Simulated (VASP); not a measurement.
TiC: single point with r2SCAN

The system is TiC.

```
Ti C
1.0
     0.00000    2.13645    2.13645
     2.13645    0.00000    2.13645
     2.13645    2.13645    0.00000
Ti C
1 1
Direct
  0.00000 0.00000 0.00000
  0.50000 0.50000 0.50000
```

```
Program                : VASP 6.6.1
Task                   : single point
Functional             : r2SCAN
Potentials or basis    : VASP PAW PBE potentials, release 64 (Ti_sv, C)
Cutoff                 : 520 eV
k mesh                 : 11 × 11 × 11
Occupations            : fermi-dirac, width 0.05 eV
Spin                   : no spin polarisation
Dipole correction      : no
Further INCAR settings : ALGO = Normal; EDIFF = 1e-06; NBANDS = 15
```

| Quantity | Value |
| --- | --- |
| Pressure | 11.9 GPa |
| Band gap on the k mesh | zero (band 8 reaches 10.86 eV, above the bottom of band 9 at 9.50 eV) |

Levels at points of the mesh, in eV from the Fermi level:
| k point | band 6 | band 7 | band 8 | band 9 | band 10 | band 11 |
| --- | --- | --- | --- | --- | --- | --- |
| (0.00, 0.00, 0.00) | 0.81 | 0.81 | 0.81 | 1.64 | 1.64 | 1.64 |

Wall time 42 s on 1 thread of AMD EPYC 7R13, on a shared host, peak memory 0.15 GiB.

Caveat: the PAW data sets were made with another functional, which shifts forces and pressure a little.
